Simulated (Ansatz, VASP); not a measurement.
**One calculation of Ti2GeS, two programs**

```
Ti Ge S
1.0
     3.50674    0.00000    0.00000
    -1.75337    3.03692    0.00000
     0.00000    0.00000   12.13954
Ti Ge S
4 2 2
Direct
  0.33333 0.66667 0.10820
  0.66667 0.33333 0.60820
  0.66667 0.33333 0.89180
  0.33333 0.66667 0.39180
  0.33333 0.66667 0.75000
  0.66667 0.33333 0.25000
  0.00000 0.00000 0.50000
  0.00000 0.00000 0.00000
```

Alike in both runs: functional PBE; k mesh 12 × 12 × 4; occupations gaussian, width 0.1 eV; no spin polarisation.

Ansatz relaxed the structure, and its values are those at the end. VASP's run is a single point on that final structure, the one shown.

|  | VASP | Ansatz |
| --- | --- | --- |
| version | VASP 6.6.1 | Ansatz 0.2.0 |
| potentials or method | VASP PAW PBE potentials, release 64 (Ti_sv, Ge_d, S), cutoff 520 eV | scalar-relativistic, plane waves, PAW |
| valence electrons in the cell | 88 | 88 |

```tsv
	VASP	Ansatz	Ansatz less VASP
gap on the k mesh at the Fermi level (eV)	none	none	-
pressure (GPa)	0.1	0.0	-0.07
rms of the force components (eV/Å)	0.004	0.000	-0.0041
```

A gap of «none» marks a metal or a gap that the smearing closes. The functional is the same, so the differences come from potentials, cutoffs and numerics.
